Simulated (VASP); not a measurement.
Runs of VASP 6.6.1 on AlP. The structure is that of space group F-43m (No. 216), or close to it. The cells are those of the table. 

```csv
task,cell,gap on the mesh (eV),pressure (GPa)
relaxation of cell and atoms,"relaxed to 8 GPa from a = 3.854 Å, angles 60.0°, 2 atoms",1.46,8.0
relaxation of cell and atoms,"relaxed to 2 GPa from a = 3.854 Å, angles 60.0°, 2 atoms",(a),2.0
single point,"a = 3.838 Å, angles 60.0°, 2 atoms",1.54,3.9
single point,"a = 3.894 Å, angles 60.0°, 2 atoms",1.63,0.0
single point,"a = 3.791 Å, angles 60.0°, 2 atoms",1.46,7.9
relaxation of cell and atoms,"relaxed from a = 3.854 Å, angles 60.0°, 2 atoms",1.63,0.0
relaxation of cell and atoms,"relaxed to 6 GPa from a = 3.854 Å, angles 60.0°, 2 atoms",1.50,6.0
relaxation of cell and atoms,"relaxed to 4 GPa from a = 3.854 Å, angles 60.0°, 2 atoms",1.54,4.0
```

Alike in all rows: level PBE; potentials or basis VASP PAW PBE potentials, release 64 (Al, P); no spin polarisation; k mesh 6 × 6 × 6; cutoff (eV) 500; smearing gaussian 0.01 eV.

Task: Fill in the values left out.

Result: (a) 1.58.

Caveats: the cell is relaxed towards a set pressure, so the enthalpy falls and the energy may rise (some runs).

A k mesh can miss the band edges.
